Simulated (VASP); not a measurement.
# C in VASP: a series of runs, part 2 of 3

VASP 6.6.1. Earlier steps stand in the parts before.

### 3 Single point, r2SCAN

This run uses another cell than the first one: it holds 8 atoms, not 4.

The input, POSCAR:

```
C
1.0
    2.4562483271      0.0000000000      0.0000000000
    0.0000000000      4.2529223502      0.0000000000
    0.0000000000      0.0000000000      7.3290201672
C
8
Direct
    0.5000000000      0.4166335067      0.7500276324
    0.5000000000      0.9166335067      0.2499723676
    0.5000000000      0.5833664933      0.2499723676
    0.5000000000      0.0833664933      0.7500276324
    0.0000000000      0.9166335067      0.7500276324
    0.0000000000      0.4166335067      0.2499723676
    0.0000000000      0.0833664933      0.2499723676
    0.0000000000      0.5833664933      0.7500276324
```

The input, INCAR.step1:

```
PREC     = Accurate       # precision mode
ENCUT    = 520            # plane-wave cutoff, eV
ISMEAR   = 0              # smearing method
SIGMA    = 0.1            # smearing width, eV
LREAL    = False          # projectors in reciprocal space
LASPH    = True           # aspherical terms in the spheres
NELM     = 100            # most SCF steps
NBANDS   = 26             # bands
GGA      = PE             # functional
ALGO     = Normal         # electronic algorithm
EDIFF    = 1E-4           # SCF threshold, eV
LWAVE    = True           # write WAVECAR
LCHARG   = False          # write CHGCAR
```

The input, INCAR.step2:

```
PREC     = Accurate       # precision mode
ENCUT    = 520            # plane-wave cutoff, eV
EDIFF    = 1E-7           # SCF threshold, eV
ISMEAR   = 0              # smearing method
SIGMA    = 0.1            # smearing width, eV
LREAL    = False          # projectors in reciprocal space
LASPH    = True           # aspherical terms in the spheres
NELM     = 100            # most SCF steps
ALGO     = Normal         # electronic algorithm
ISIF     = 2              # what is computed and relaxed
LWAVE    = False          # write WAVECAR
LCHARG   = False          # write CHGCAR
METAGGA  = R2SCAN         # meta-GGA
LMIXTAU  = True         
NBANDS   = 26             # bands
ISTART   = 1
```

The input, KPOINTS:

```
Automatic mesh
0
Gamma
  14 8 6
```

Potentials or basis: VASP PAW PBE potentials, release 64 (C).

Launch:

```sh
> cat potpaw_PBE.64/C/POTCAR > POTCAR
> cp INCAR.step1 INCAR
> mpirun -np 1 vasp_std > vasp.out
> cp INCAR.step2 INCAR
> mpirun -np 1 vasp_std > vasp.out
```

OUTCAR:

```text
PREC = Accurate
   ENCUT = 520
   EDIFF = 1E-7
   ISMEAR = 0
   LREAL = False
   LASPH = True
   NELM = 100
   ISIF = 2
   METAGGA = R2SCAN
   ISTART = 1

 ion  position               nearest neighbor table
   1  0.500  0.417  0.750-   4 1.42   8 1.42   8 1.42
   2  0.500  0.917  0.250-   3 1.42   7 1.42   7 1.42
   3  0.500  0.583  0.250-   2 1.42   6 1.42   6 1.42
   4  0.500  0.083  0.750-   1 1.42   5 1.42   5 1.42
   5  0.000  0.917  0.750-   8 1.42   4 1.42   4 1.42
   6  0.000  0.417  0.250-   7 1.42   3 1.42   3 1.42
   7  0.000  0.083  0.250-   6 1.42   2 1.42   2 1.42
   8  0.000  0.583  0.750-   5 1.42   1 1.42   1 1.42

  LATTYP: Found a simple orthorhombic cell.
 ALAT       =     2.4562483271
 B/A-ratio  =     1.7314708384
 C/A-ratio  =     2.9838270367

  Lattice vectors:

 A1 = (   2.4562483271,   0.0000000000,   0.0000000000)
 A2 = (   0.0000000000,   4.2529223502,   0.0000000000)
 A3 = (   0.0000000000,   0.0000000000,   7.3290201672)

Analysis of symmetry for initial positions (statically):
=====================================================================
 Subroutine PRICEL returns following result:

  LATTYP: Found a base centered orthorhombic cell.
 ALAT       =     2.4562483271
 B/A-ratio  =     1.7314708384
 C/A-ratio  =     2.9838270367

  Lattice vectors:

 A1 = (   1.2281241635,  -2.1264611751,   0.0000000000)
 A2 = (   1.2281241635,   2.1264611751,   0.0000000000)
 A3 = (   0.0000000000,   0.0000000000,   7.3290201672)

   2 primitive cells build up your supercell.

 Routine SETGRP: Setting up the symmetry group for a
 simple orthorhombic supercell.

 Subroutine GETGRP returns: Found  8 space group operations
 (whereof  4 operations were pure point group operations)
 out of a pool of  8 trial point group operations.

The static configuration has the point symmetry C_2h.
 The point group associated with its full space group is D_2h.

Analysis of symmetry for dynamics (positions and initial velocities):
=====================================================================
 Subroutine PRICEL returns following result:

  LATTYP: Found a base centered orthorhombic cell.
 ALAT       =     2.4562483271
 B/A-ratio  =     1.7314708384
 C/A-ratio  =     2.9838270367

  Lattice vectors:

 A1 = (   1.2281241635,  -2.1264611751,   0.0000000000)
 A2 = (   1.2281241635,   2.1264611751,   0.0000000000)
 A3 = (   0.0000000000,   0.0000000000,   7.3290201672)

   2 primitive cells build up your supercell.

 Routine SETGRP: Setting up the symmetry group for a
 simple orthorhombic supercell.

 Subroutine GETGRP returns: Found  8 space group operations
 (whereof  4 operations were pure point group operations)
 out of a pool of  8 trial point group operations.

The dynamic configuration has the point symmetry C_2h.
 The point group associated with its full space group is D_2h.

 Subroutine INISYM returns: Found  8 space group operations
 (whereof  4 operations are pure point group operations),
 and found     2 'primitive' translations

----------------------------------------------------------------------------------------

[... 53 lines left out ...]
  0.000000  0.000000  0.000000      1.000000
  0.071429  0.000000  0.000000      2.000000
  0.142857  0.000000  0.000000      2.000000
  0.214286  0.000000  0.000000      2.000000
  0.285714  0.000000  0.000000      2.000000
  0.357143  0.000000  0.000000      2.000000
[... 16 lines left out ...]
  0.428571  0.250000  0.000000      4.000000
  0.500000  0.250000  0.000000      2.000000
 [... further k-points ...]
   k-points           NKPTS =    160   k-points in BZ     NKDIM =    160   number of bands    NBANDS=     26
   number of dos      NEDOS =    301   number of ions     NIONS =      8
   total plane-waves  NPLWV =  32256
   dimension x,y,z NGX =    18 NGY =   32 NGZ =   56
   dimension x,y,z NGXF=    36 NGYF=   64 NGZF=  112
   ions per type =               8
   NGX,Y,Z   is equivalent  to a cutoff of  12.18, 12.51, 12.70 a.u.
   NGXF,Y,Z  is equivalent  to a cutoff of  24.37, 25.02, 25.41 a.u.
 SYSTEM =  unknown system
   PREC   = accura    normal or accurate (medium, high low for compatibility)
   ISTART =      1    job   : 0-new  1-cont  2-samecut
   ICHARG =      0    charge: 1-file 2-atom 10-const
   ISPIN  =      1    spin polarized calculation?
   LNONCOLLINEAR =      F non collinear calculations
   LSORBIT =      F    spin-orbit coupling
   LASPH  =      T    aspherical Exc in radial PAW
   ENCUT  =  520.0 eV  38.22 Ry    6.18 a.u.   4.57  7.91 13.63*2*pi/ulx,y,z
   NELM   =    100;   NELMIN=  2; NELMDL=  0     # of ELM steps
   EDIFF  = 0.1E-06   stopping-criterion for ELM
   LREAL  =      F    real-space projection
   EDIFFG = 0.1E-05   stopping-criterion for IOM
   NSW    =      0    number of steps for IOM
   IBRION =     -1    ionic relax: 0-MD 1-quasi-New 2-CG
   NFREE  =      0    steps in history (QN), initial steepest desc. (CG)
   ISIF   =      2    stress and relaxation
   ISYM   =      2    0-nonsym 1-usesym 2-fastsym
   POTIM  = 0.5000    time-step for ionic-motion
   TEBEG  =    0.0;   TEEND  =   0.0 temperature during run
   PSTRESS=    0.0 pullay stress
   NELECT =      32.0000    total number of electrons
   NUPDOWN=      -1.0000    fix difference up-down
   EMIN   =  10.00;   EMAX   =-10.00  energy-range for DOS
   EFERMI =   0.00;   METHOD = LEGACY
   ISMEAR =     0;   SIGMA  =   0.10  broadening in eV -4-tet -1-fermi 0-gaus
   EFERMI_NEDOS =   21; number of points for ismear=-14 and -15
   IALGO  =     38    algorithm
   IMIX   =      4    mixing-type and parameters
     AMIX     =   0.40;   BMIX     =  1.00
     AMIX_MAG =   1.60;   BMIX_MAG =  1.00
  volume/ion in A,a.u.               =       9.57        64.58
  Fermi-wavevector in a.u.,A,eV,Ry     =   1.224023  2.313068 20.384691  1.498233
  Thomas-Fermi vector in A             =   2.359113
   LORBIT       =      0    0 simple, 1 ext, 2 COOP (PROOUT), +10 PAW based schemes
   METAGGA = R2SCAN    functional components
   LHFCALC =     F    Hartree Fock is set to
   AEXX    =    0.0000 exact exchange contribution
   IVDW    =     0    specifies the selected vdW correction
   LEPSILON=     F    determine dielectric tensor
   LRPA    =     F    only Hartree local field effects (RPA)
 non-spin polarized calculation
 Gauss-broadening in eV      SIGMA  =   0.10
  energy-cutoff  :      520.00
  volume of cell :       76.56
 maximum number of plane-waves:      2092
   NGX =  9   NGY = 15   NGZ = 27

 number of electron      32.0000005 magnetization

 Free energy of the ion-electron system (eV)
  ---------------------------------------------------
  ext. energy  EPLUGINS =         0.00000000
  ---------------------------------------------------
  free energy    TOTEN  =       -79.49212025 eV

  energy without entropy =      -79.49174865  energy(sigma->0) =      -79.49193445

 E-fermi :   3.8603     XC(G=0): -10.5107

 val. band max:        3.7666487826   @ k =   0.3571   0.0000   0.0000
 cond. band min:       3.9336156047   @ k =   0.3571   0.0000   0.0000
 fundamental gap:      0.1669668221
 Fermi energy:         3.8602996530

 k-point     1 :       0.0000    0.0000    0.0000
  band No.  band energies     occupation
      1     -16.9746      2.00000
      2     -16.8307      2.00000
      3     -11.4215      2.00000
      4     -11.3165      2.00000
      5     -10.1872      2.00000
      6     -10.1046      2.00000
[... 685 lines left out ...]
     25      13.9544      0.00000
     26      13.9544      0.00000

 [... further k-points ...]

------------------------ aborting loop because EDIFF is reached ----------------------------------------

  FORCE on cell =-STRESS in cart. coord.  units (eV):
  Direction    XX          YY          ZZ          XY          YZ          ZX
  --------------------------------------------------------------------------------------
  -------------------------------------------------------------------------------------
  Total        0.5588306      0.4273971     -0.2429608      0.0000000     -0.0000000      0.0000000
  in kB       11.6945932      8.9440969     -5.0844162      0.0000000     -0.0000000      0.0000000
  external PRESSURE =       5.1847580 kB  Pullay stress =       0.0000000 kB

 VOLUME and BASIS-vectors are now :
 -----------------------------------------------------------------------------
  energy-cutoff  :      520.00
  volume of cell :       76.56
      direct lattice vectors                 reciprocal lattice vectors
     2.456248327  0.000000000  0.000000000     0.407124959  0.000000000  0.000000000
     0.000000000  4.252922350  0.000000000     0.000000000  0.235132438  0.000000000
     0.000000000  0.000000000  7.329020167     0.000000000  0.000000000  0.136443887

 POSITION                                       TOTAL-FORCE (eV/Angst)
 -----------------------------------------------------------------------------------
      1.22812      1.77191      5.49697         0.000000     -0.004612     -0.000047
      1.22812      3.89837      1.83205        -0.000000     -0.004612      0.000047
      1.22812      2.48101      1.83205         0.000000      0.004612      0.000047
      1.22812      0.35455      5.49697        -0.000000      0.004612     -0.000047
      0.00000      3.89837      5.49697         0.000000     -0.004612     -0.000047
      0.00000      1.77191      1.83205        -0.000000     -0.004612      0.000047
      0.00000      0.35455      1.83205        -0.000000      0.004612      0.000047
      0.00000      2.48101      5.49697         0.000000      0.004612     -0.000047
 -----------------------------------------------------------------------------------
    total drift:                                0.000000      0.000000      0.000000

  FREE ENERGIE OF THE ION-ELECTRON SYSTEM (eV)
  ---------------------------------------------------
  free  energy   TOTEN  =       -79.4921202541 eV

  energy  without entropy=      -79.4917486492  energy(sigma->0) =      -79.49193445
```

Run time: 10 min. Hardware: 1 thread of AMD EPYC 9R45 (Zen 5), shared host; peak memory 0.3 GiB.

What came out:

* Free energy: -79.4921 eV
* Pressure: 0.5 GPa
* Largest force: 0.005 eV/Å

Forces in eV/Å, atoms in the order of the input:
```
C    0.000 -0.005  0.000
C    0.000 -0.005  0.000
C    0.000  0.005  0.000
C    0.000  0.005  0.000
C    0.000 -0.005  0.000
C    0.000 -0.005  0.000
C    0.000  0.005  0.000
C    0.000  0.005  0.000
```

Stress tensor (GPa, compression positive):
```
 1.17  0.00  0.00
 0.00  0.89  0.00
 0.00  0.00 -0.51
```

Caveat: the PAW data sets were made with another functional, which shifts forces and pressure a little.

### 4 Single point, r2SCAN

This run uses another cell than the first one, of 6.33 Å³/atom.

The input, POSCAR:

```
C
1.0
    1.1972678231     -2.0614787229      0.0000000000
    1.1972678231      2.0614787229      0.0000000000
    0.0000000000      0.0000000000      5.1318932552
C
4
Direct
    0.0836770248      0.9163229752      0.7500000000
    0.5836770248      0.4163229752      0.2500000000
    0.9163229752      0.0836770248      0.2500000000
    0.4163229752      0.5836770248      0.7500000000
```

The input, INCAR.step1:

```
ALGO = Normal
EDIFF = 1E-4
ENCUT = 520
GGA = PE
ISMEAR = 0
LASPH = T
LCHARG = F
LREAL = F
LWAVE = T
NBANDS = 16
NELM = 100
PREC = Accurate
SIGMA = 0.1
```

The input, INCAR.step2:

```
ALGO = Normal
EDIFF = 1E-6
ENCUT = 520
ISIF = 2
ISMEAR = 0
ISTART = 1
LASPH = T
LCHARG = F
LMIXTAU = T
LREAL = F
LWAVE = F
METAGGA = R2SCAN
NBANDS = 16
NELM = 100
PREC = Accurate
SIGMA = 0.1
```

The input, KPOINTS:

```
k-points
0
Gamma
  20 20 8
```

Launch:

```sh
> cat potpaw_PBE.64/C/POTCAR > POTCAR
> cp INCAR.step1 INCAR
> mpirun -np 1 vasp_std > vasp.out
> cp INCAR.step2 INCAR
> mpirun -np 1 vasp_std > vasp.out
```

Run time: 12 min. Hardware: 1 thread of Intel Xeon 8259CL, shared host; peak memory 0.27 GiB.

Results (log left out):

```
Free energy            : -38.6379 eV
Pressure               : 51.0 GPa
Largest force          : 0.003 eV/Å
Band gap on the k mesh : zero (bands 8 and 9 overlap by 0.91 eV)
```

Forces on the atoms (eV/Å):
```
C    0.000  0.003  0.000
C    0.000  0.003  0.000
C    0.000 -0.003  0.000
C    0.000 -0.003  0.000
```

Stress tensor (GPa, compression positive):
```
51.50  0.00  0.00
 0.00 51.53  0.00
 0.00  0.00 49.82
```

Levels at points of the mesh, in eV from the Fermi level:
```
           k point  band 5  band 6  band 7  band 8  band 9  band 10  band 11  band 12
(0.00, 0.00, 0.00)   -3.61   -3.54   -3.42   -3.23    8.23     8.48     8.96     9.12
(0.50, 0.00, 0.00)   -7.35   -7.35   -4.02   -4.02    3.13     3.13     8.33     8.33
(0.50, 0.50, 0.00)   -7.68   -7.17   -5.35   -0.56    0.13     3.67     7.05     9.24
(0.00, 0.00, 0.50)   -3.48   -3.48   -3.42   -3.42    8.84     8.84     9.01     9.01
(0.50, 0.00, 0.50)   -7.35   -7.35   -3.03   -3.03    1.54     1.54     8.21     8.21
(0.50, 0.50, 0.50)   -7.43   -7.43   -2.88   -2.88    1.40     1.40     8.04     8.04
```

Caveat: the cell stands under pressure; the PAW data sets were made with another functional, which shifts forces and pressure a little.

[end of part 2 of 3]
